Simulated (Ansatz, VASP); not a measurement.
## SiC: VASP beside Ansatz

```
Si C
1.0
    -3.07520    0.00000    0.00000
    -1.53760   -2.66320    0.00000
    -3.84384   -2.21924   10.09633
Si C
4 4
Direct
  0.57832 0.57832 0.90605
  0.99497 0.99497 0.40605
  0.53663 0.53663 0.15605
  0.11998 0.11998 0.65605
  0.25505 0.25505 0.09395
  0.83840 0.83840 0.59395
  0.38005 0.38005 0.34395
  0.96340 0.96340 0.84395
```

Alike in both runs: task single point; functional r2SCAN; k mesh 8 × 8 × 3; occupations gaussian, width 0.05 eV; no spin polarisation.

|  | VASP | Ansatz |
| --- | --- | --- |
| version | VASP 6.6.1 | Ansatz 0.2.0 |
| potentials or method | VASP PAW PBE potentials, release 64 (Si, C), cutoff 520 eV | scalar-relativistic, plane waves, PAW |
| valence electrons in the cell | 32 | 32 |

VASP gave:

| Property | Result |
| --- | --- |
| gap on the k mesh at the Fermi level (eV) | 1.52 |
| least direct gap on the mesh (eV) | 2.99 |
| pressure (GPa) | -1.3 |
| traceless stress, the component that is largest in VASP (GPa) | -7.56 |
| rms of the force components (eV/Å) | 0.571 |

What did Ansatz give for the same quantities?

gap on the k mesh at the Fermi level (eV): 1.52; least direct gap on the mesh (eV): 2.98; pressure (GPa): -1.2; traceless stress, the component that is largest in VASP (GPa): -7.51; rms of the force components (eV/Å): 0.570.

VASP's potentials were made for PBE, not for r2SCAN. Atom by atom the forces differ by 0.005 eV/Å (rms over components).
